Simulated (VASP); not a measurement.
# Mg (Cmcm) in VASP: single point with PBE

Aim: the single point of Mg with PBE.

Program: VASP 6.6.1. These are calculated values, not measurements. Logs are shortened: lines on timing, memory, paths and dates and some standing lists are left out, and cuts for length are marked.

**1. The cell of the first run**

It takes space group Cmcm (No. 63, orthorhombic). Conventional cell: a = 5.738 Å, b = 7.511 Å, c = 5.389 Å, α = 90.00°, β = 90.00°, γ = 90.00°. Mg (site symmetry m2m) has 5 Mg at 2.66 to 3.47 Å within 3.5 Å. Within 3.5 Å of Mg (site symmetry m2m) lie 7 Mg at 2.66 to 3.47 Å.

**2. Single point, PBE (Ba replaced by Mg, lengths x 0.793, strained)**

File INCAR:

```
SYSTEM = Mg
PREC     = Accurate       ! precision mode
ENCUT    = 520            ! plane-wave cutoff, eV
EDIFF    = 1E-7           ! SCF threshold, eV
ISMEAR   = 0              ! smearing method
SIGMA    = 0.1            ! smearing width, eV
LREAL    = .False.        ! projectors in reciprocal space
LASPH    = .True.         ! aspherical terms in the spheres
NELM     = 100            ! most SCF steps
ALGO     = Normal         ! electronic algorithm
ISIF     = 2              ! what is computed and relaxed
LWAVE    = .False.        ! write WAVECAR
LCHARG   = .False.        ! write CHGCAR
GGA      = PE             ! functional
NBANDS   = 12             ! bands
```

File KPOINTS:

```
Automatic mesh
0
Gamma
  4 4 4
  0 0 0
```

File POSCAR:

```
Mg
1.0
    2.8689047564     -3.7556770928      0.0000000000
    2.8689047564      3.7556770928      0.0000000000
    0.0000000000      0.0000000000      5.3894073593
Mg
4
Direct
    0.8221948151      0.1778051849      0.2500000000
    0.1778051849      0.8221948151      0.7500000000
    0.4687048683      0.5312951317      0.2500000000
    0.5312951317      0.4687048683      0.7500000000
```

Potentials or basis: VASP PAW PBE potentials, release 64 (Mg).

Started as:

```bash
$ cat potpaw_PBE.64/Mg/POTCAR > POTCAR
$ mpirun -np 1 vasp_std > vasp.out
```

OUTCAR:

```text
SYSTEM = Mg
   PREC = Accurate
   ENCUT = 520
   EDIFF = 1E-7
   ISMEAR = 0
   LREAL = .False.
   LASPH = .True.
   NELM = 100
   ISIF = 2
   GGA = PE

 ion  position               nearest neighbor table
   1  0.822  0.178  0.250-   3 2.66   3 3.07   3 3.07   4 3.47   4 3.47
   2  0.178  0.822  0.750-   4 2.66   4 3.07   4 3.07   3 3.47   3 3.47
   3  0.469  0.531  0.250-   1 2.66   4 2.74   4 2.74   1 3.07   1 3.07   2 3.47   2 3.47
   4  0.531  0.469  0.750-   2 2.66   3 2.74   3 2.74   2 3.07   2 3.07   1 3.47   1 3.47

  LATTYP: Found a base centered orthorhombic cell.
 ALAT       =     5.7378095128
 B/A-ratio  =     1.3090978655
 C/A-ratio  =     0.9392795887

  Lattice vectors:

 A1 = (   2.8689047564,  -3.7556770928,   0.0000000000)
 A2 = (   2.8689047564,   3.7556770928,   0.0000000000)
 A3 = (   0.0000000000,   0.0000000000,   5.3894073593)

Analysis of symmetry for initial positions (statically):
=====================================================================
 Subroutine PRICEL returns:
 Original cell was already a primitive cell.

 Routine SETGRP: Setting up the symmetry group for a
 base centered orthorhombic supercell.

 Subroutine GETGRP returns: Found  8 space group operations
 (whereof  4 operations were pure point group operations)
 out of a pool of  8 trial point group operations.

The static configuration has the point symmetry C_2h.
 The point group associated with its full space group is D_2h.

Analysis of symmetry for dynamics (positions and initial velocities):
=====================================================================
 Subroutine PRICEL returns:
 Original cell was already a primitive cell.

 Routine SETGRP: Setting up the symmetry group for a
 base centered orthorhombic supercell.

 Subroutine GETGRP returns: Found  8 space group operations
 (whereof  4 operations were pure point group operations)
 out of a pool of  8 trial point group operations.

The dynamic configuration has the point symmetry C_2h.
 The point group associated with its full space group is D_2h.

 Subroutine INISYM returns: Found  8 space group operations
 (whereof  4 operations are pure point group operations),
 and found     1 'primitive' translations

----------------------------------------------------------------------------------------

                                     Primitive cell

  volume of cell :     116.1383

  direct lattice vectors                    reciprocal lattice vectors
     2.868904756 -3.755677093  0.000000000     0.174282537 -0.133131786  0.000000000
     2.868904756  3.755677093  0.000000000     0.174282537  0.133131786  0.000000000
     0.000000000  0.000000000  5.389407359     0.000000000  0.000000000  0.185549158

  length of vectors
     4.726068654  4.726068654  5.389407359     0.219313646  0.219313646  0.185549158

  position of ions in fractional coordinates (direct lattice)
     0.822194815  0.177805185  0.250000000
     0.177805185  0.822194815  0.750000000
     0.468704868  0.531295132  0.250000000
     0.531295132  0.468704868  0.750000000

  ion indices of the primitive-cell ions
   primitive index   ion index
                 1           1
                 2           2
                 3           3
                 4           4

----------------------------------------------------------------------------------------

 KPOINTS: Automatic mesh

Automatic generation of k-mesh.
 Grid dimensions read from file:
 generate k-points for:    4    4    4

 Generating k-lattice:

  Cartesian coordinates                     Fractional coordinates (reciprocal lattice)
     0.043570634 -0.033282947  0.000000000     0.250000000  0.000000000  0.000000000
     0.043570634  0.033282947  0.000000000     0.000000000  0.250000000  0.000000000
     0.000000000  0.000000000  0.046387290     0.000000000  0.000000000  0.250000000

  Length of vectors
     0.054828411  0.054828411  0.046387290

  Shift w.r.t. Gamma in fractional coordinates (k-lattice)
     0.000000000  0.000000000  0.000000000

 Subroutine IBZKPT returns following result:
 ===========================================

 Found     21 irreducible k-points:

 Following reciprocal coordinates:
            Coordinates               Weight
  0.000000  0.000000  0.000000      1.000000
  0.250000 -0.000000  0.000000      4.000000
  0.500000 -0.000000  0.000000      2.000000
  0.250000  0.250000  0.000000      2.000000
  0.500000  0.250000  0.000000      4.000000
 -0.250000  0.250000  0.000000      2.000000
[... 13 lines left out ...]
 -0.250000  0.250000  0.500000      2.000000
  0.500000  0.500000  0.500000      1.000000
   k-points           NKPTS =     21   k-points in BZ     NKDIM =     21   number of bands    NBANDS=     12
   number of dos      NEDOS =    301   number of ions     NIONS =      4
   total plane-waves  NPLWV =  51840
   dimension x,y,z NGX =    36 NGY =   36 NGZ =   40
   dimension x,y,z NGXF=    72 NGYF=   72 NGZF=   80
   ions per type =               4
   NGX,Y,Z   is equivalent  to a cutoff of  12.66, 12.66, 12.34 a.u.
   NGXF,Y,Z  is equivalent  to a cutoff of  25.33, 25.33, 24.68 a.u.
 SYSTEM =  Mg
   PREC   = accura    normal or accurate (medium, high low for compatibility)
   ISTART =      0    job   : 0-new  1-cont  2-samecut
   ICHARG =      2    charge: 1-file 2-atom 10-const
   ISPIN  =      1    spin polarized calculation?
   LNONCOLLINEAR =      F non collinear calculations
   LSORBIT =      F    spin-orbit coupling
   LASPH  =      T    aspherical Exc in radial PAW
   ENCUT  =  520.0 eV  38.22 Ry    6.18 a.u.   8.79  8.79 10.02*2*pi/ulx,y,z
   NELM   =    100;   NELMIN=  2; NELMDL= -5     # of ELM steps
   EDIFF  = 0.1E-06   stopping-criterion for ELM
   LREAL  =      F    real-space projection
   EDIFFG = 0.1E-05   stopping-criterion for IOM
   NSW    =      0    number of steps for IOM
   IBRION =     -1    ionic relax: 0-MD 1-quasi-New 2-CG
   NFREE  =      0    steps in history (QN), initial steepest desc. (CG)
   ISIF   =      2    stress and relaxation
   ISYM   =      2    0-nonsym 1-usesym 2-fastsym
   POTIM  = 0.5000    time-step for ionic-motion
   TEBEG  =    0.0;   TEEND  =   0.0 temperature during run
   PSTRESS=    0.0 pullay stress
   NELECT =       8.0000    total number of electrons
   NUPDOWN=      -1.0000    fix difference up-down
   EMIN   =  10.00;   EMAX   =-10.00  energy-range for DOS
   EFERMI =   0.00;   METHOD = LEGACY
   ISMEAR =     0;   SIGMA  =   0.10  broadening in eV -4-tet -1-fermi 0-gaus
   EFERMI_NEDOS =   21; number of points for ismear=-14 and -15
   IALGO  =     38    algorithm
   IMIX   =      4    mixing-type and parameters
     AMIX     =   0.40;   BMIX     =  1.00
     AMIX_MAG =   1.60;   BMIX_MAG =  1.00
  volume/ion in A,a.u.               =      29.03       195.93
  Fermi-wavevector in a.u.,A,eV,Ry     =   0.671088  1.268173  6.127514  0.450360
  Thomas-Fermi vector in A             =   1.746802
   LORBIT       =      0    0 simple, 1 ext, 2 COOP (PROOUT), +10 PAW based schemes
   GGA     = PE    functional components
   LHFCALC =     F    Hartree Fock is set to
   AEXX    =    0.0000 exact exchange contribution
   IVDW    =     0    specifies the selected vdW correction
   LEPSILON=     F    determine dielectric tensor
   LRPA    =     F    only Hartree local field effects (RPA)
 non-spin polarized calculation
 Gauss-broadening in eV      SIGMA  =   0.10
  energy-cutoff  :      520.00
  volume of cell :      116.14
 maximum number of plane-waves:      3150
   NGX = 17   NGY = 17   NGZ = 21

 number of electron       8.0000000 magnetization

 Free energy of the ion-electron system (eV)
  ---------------------------------------------------
  ext. energy  EPLUGINS =         0.00000000
  ---------------------------------------------------
  free energy    TOTEN  =        -4.05042570 eV

  energy without entropy =       -4.04524729  energy(sigma->0) =       -4.04783650

 E-fermi :   1.3315     XC(G=0):  -7.6983

 val. band max:        1.1987684864   @ k =   0.5000   0.5000   0.5000
 cond. band min:       1.3753040559   @ k =   0.5000  -0.0000   0.0000
 fundamental gap:      0.1765355694
 Fermi energy:         1.3314616226

 k-point     1 :       0.0000    0.0000    0.0000
  band No.  band energies     occupation
      1      -4.6133      2.00000
      2       0.2777      2.00000
      3       0.4188      2.00000
      4       2.2268      0.00000
      5       2.4143      0.00000
      6       2.4991      0.00000
      7       2.6632      0.00000
      8       5.9366      0.00000
      9       6.0019      0.00000
     10       6.5466      0.00000
     11       6.5888      0.00000
     12       6.8657      0.00000

 k-point     2 :       0.2500   -0.0000    0.0000
  band No.  band energies     occupation
      1      -4.1872      2.00000
      2      -0.5934      2.00000
      3       0.6535      2.00000
      4       0.9817      2.00000
      5       2.0055      0.00000
      6       3.2703      0.00000
      7       3.9861      0.00000
      8       4.2212      0.00000
      9       4.7896      0.00000
     10       6.5794      0.00000
     11       6.6336      0.00000
     12       6.6926      0.00000

 k-point     3 :       0.5000   -0.0000    0.0000
  band No.  band energies     occupation
      1      -3.2686      2.00000
      2      -2.3162      2.00000
      3       1.3753      0.53524
      4       1.7368      0.00000
      5       2.2784      0.00000
      6       2.2805      0.00000
      7       2.6961      0.00000
      8       3.3224      0.00000
      9       5.5399      0.00000
     10       6.0956      0.00000
     11       6.8389      0.00000
     12       7.2645      0.00000
[... 241 lines left out ...]
 k-point    20 :      -0.2500    0.2500    0.5000
  band No.  band energies     occupation
      1      -2.7077      2.00000
      2      -2.7077      2.00000
      3       1.4170      0.22620
      4       1.4170      0.22620
      5       1.8019      0.00000
      6       1.8019      0.00000
      7       3.0383      0.00000
      8       3.0383      0.00000
      9       6.4410      0.00000
     10       6.4410      0.00000
     11       6.8462      0.00000
     12       6.8462      0.00000

 k-point    21 :       0.5000    0.5000    0.5000
  band No.  band energies     occupation
      1      -1.1264      2.00000
      2      -1.1264      2.00000
      3      -0.6348      2.00000
      4      -0.6348      2.00000
      5       1.1988      1.93942
      6       1.1988      1.93942
      7       1.7206      0.00000
      8       1.7206      0.00000
      9       8.0135      0.00000
     10       8.0135      0.00000
     11       9.1806      0.00000
     12       9.1806      0.00000

------------------------ aborting loop because EDIFF is reached ----------------------------------------

  FORCE on cell =-STRESS in cart. coord.  units (eV):
  Direction    XX          YY          ZZ          XY          YZ          ZX
  --------------------------------------------------------------------------------------
  -------------------------------------------------------------------------------------
  Total       -1.3826335      2.6840276      0.5357610      0.0000000      0.0000000      0.0000000
  in kB      -19.0740218     37.0273115      7.3910532      0.0000000      0.0000000      0.0000000
  external PRESSURE =       8.4481143 kB  Pullay stress =       0.0000000 kB

 VOLUME and BASIS-vectors are now :
 -----------------------------------------------------------------------------
  energy-cutoff  :      520.00
  volume of cell :      116.14
      direct lattice vectors                 reciprocal lattice vectors
     2.868904756 -3.755677093  0.000000000     0.174282537 -0.133131786  0.000000000
     2.868904756  3.755677093  0.000000000     0.174282537  0.133131786  0.000000000
     0.000000000  0.000000000  5.389407359     0.000000000  0.000000000  0.185549158

 POSITION                                       TOTAL-FORCE (eV/Angst)
 -----------------------------------------------------------------------------------
      2.86890     -2.42012      1.34735         0.000000     -0.969168     -0.000000
      2.86890      2.42012      4.04206         0.000000      0.969168      0.000000
      2.86890      0.23507      1.34735         0.000000      1.321248      0.000000
      2.86890     -0.23507      4.04206         0.000000     -1.321248     -0.000000
 -----------------------------------------------------------------------------------
    total drift:                               -0.000000     -0.000000     -0.000000

  FREE ENERGIE OF THE ION-ELECTRON SYSTEM (eV)
  ---------------------------------------------------
  free  energy   TOTEN  =        -4.0504257034 eV

  energy  without entropy=       -4.0452472940  energy(sigma->0) =       -4.04783650
```

Run time: 30 s. Hardware: 1 thread of Intel Xeon Platinum 8259CL at 2.50GHz (Skylake/Cascade Lake), shared host; peak memory 0.21 GiB.

What came out:

* Free energy: -4.0504 eV
* Pressure: 0.8 GPa
* Largest force: 1.321 eV/Å
* Band gap on the k mesh: zero (band 4 reaches 3.19 eV, above the bottom of band 5 at 0.41 eV)

Forces in eV/Å, atoms in the order of the input:
```
Mg   0.000 -0.969  0.000
Mg   0.000  0.969  0.000
Mg   0.000  1.321  0.000
Mg   0.000 -1.321  0.000
```

Levels at points of the mesh, in eV from the Fermi level:
```csv
k point,band 1,band 2,band 3,band 4,band 5,band 6,band 7,band 8
"(0.00, 0.00, 0.00)",-5.94,-1.05,-0.91,0.90,1.08,1.17,1.33,4.61
"(0.50, 0.00, 0.00)",-4.60,-3.65,0.04,0.41,0.95,0.95,1.36,1.99
"(0.50, 0.50, 0.00)",-3.71,-3.14,-1.33,-1.17,0.75,1.65,1.78,2.15
"(0.00, 0.00, 0.50)",-4.67,-4.67,1.86,1.86,1.88,1.88,2.50,2.50
"(0.50, 0.00, 0.50)",-3.38,-3.38,-2.32,-2.32,1.68,1.68,2.89,2.89
"(0.50, 0.50, 0.50)",-2.46,-2.46,-1.97,-1.97,-0.13,-0.13,0.39,0.39
```

Caveat: the cell differs from its parent crystal (Ba replaced by Mg, lengths x 0.793, strained); forces of over 1 eV/Å act on the atoms, so gaps and moduli don't describe the material at rest.
